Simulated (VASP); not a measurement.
Input of a VASP 6.6.1 run:

File INCAR:

```
SYSTEM = CaSe
PREC = Accurate
ENCUT = 600
EDIFF = 1E-6
ISMEAR = -1
SIGMA = 0.05
LREAL = .False.
LASPH = .True.
NELM = 80
ALGO = Normal
ISIF = 3
LWAVE = .False.
LCHARG = .False.
GGA = PE
IBRION = 2
NSW = 80
EDIFFG = -0.02
PSTRESS = 100.0
```

KPOINTS

```
Automatic mesh
0
Gamma
  8 8 8
  0 0 0
```

The input POSCAR:

```
CaSe
1.0
    0.0000000000      2.9560000000      2.9560000000
    2.9560000000      0.0000000000      2.9560000000
    2.9560000000      2.9560000000      0.0000000000
Se Ca
1 1
Direct
    0.5000000000      0.5000000000      0.5000000000
    0.0000000000      0.0000000000      0.0000000000
```

Potentials or basis: VASP PAW PBE potentials, release 64 (Se, Ca_sv).

Launch:

```sh
$ cat potpaw_PBE.64/Se/POTCAR potpaw_PBE.64/Ca_sv/POTCAR > POTCAR
$ mpirun -np 1 vasp_std > vasp.out
```

(1) Estimate the relaxed cell.

(2) What does it give for the band gap on the k mesh?

(3) Estimate the relaxed volume.

Results:

(1) a = 4.010 Å, b = 4.010 Å, c = 4.010 Å, α = 60.00°, β = 60.00°, γ = 60.00°.

(2) 1.66 eV (least direct gap 2.72 eV).

(3) 22.80 Å³/atom.

Caveat: the cell is relaxed towards a set pressure, so the run minimises the enthalpy, not the energy.
